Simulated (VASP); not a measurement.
# SrTlI3: single point with PBE

SrTlI3:

```xyz
5
Lattice="6.3924 0.0000 0.0000 0.0000 6.3924 0.0000 0.0000 0.0000 6.3466" Properties=species:S:1:pos:R:3 pbc="T T T"
Tl    0.0000    0.0000    0.0000
Sr    3.1962    3.1962    3.1733
I     3.1962    3.1962    0.0000
I     3.1962    0.0000    3.1733
I     0.0000    3.1962    3.1733
```

This cell differs from its parent crystal: epitaxial xy strain +0.5%.

```
Program             : VASP 6.6.1
Task                : single point
Functional          : PBE
Potentials or basis : VASP PAW PBE potentials, release 64 (Tl_d, Sr_sv, I)
Cutoff              : 520 eV
k mesh              : 4 × 4 × 4
Occupations         : fermi-dirac, width 0.02 eV
Spin                : no spin polarisation
```

| Quantity | Value |
| --- | --- |
| Pressure | 0.3 GPa |
| Band gap on the k mesh | 2.51 eV (least direct gap 2.83 eV) |

Stress tensor (GPa, compression positive):
```
0.18 0.00 0.00
0.00 0.18 0.00
0.00 0.00 0.40
```

Levels at points of the mesh, in eV from the valence-band top:
| k point | band 19 | band 20 | band 21 | band 22 | band 23 | band 24 | band 25 | band 26 |
| --- | --- | --- | --- | --- | --- | --- | --- | --- |
| (0.00, 0.00, 0.00) | -0.52 | -0.32 | -0.32 | -0.31 | 3.54 | 3.54 | 3.55 | 4.18 |
| (0.50, 0.00, 0.00) | -0.79 | -0.62 | -0.35 | -0.35 | 2.52 | 3.21 | 3.21 | 4.27 |
| (0.50, 0.50, 0.00) | -0.91 | -0.82 | -0.82 | -0.02 | 2.83 | 3.12 | 3.12 | 5.44 |
| (0.00, 0.00, 0.50) | -0.78 | -0.62 | -0.36 | -0.36 | 2.51 | 3.19 | 3.19 | 4.28 |
| (0.50, 0.00, 0.50) | -0.91 | -0.85 | -0.83 | 0.00 | 2.82 | 3.13 | 3.14 | 5.46 |
| (0.50, 0.50, 0.50) | -1.33 | -0.01 | 0.00 | 0.00 | 3.51 | 3.51 | 3.51 | 5.79 |

It took 4.2 min on 1 thread of Oxide Virtual Turin-like Processor, on a shared host, peak memory 0.37 GiB.

Caveat: the cell differs from its parent crystal (epitaxial xy strain +0.5%); spin-orbit coupling is left out, which moves the levels of the heavy elements. A k mesh can miss the band edges.
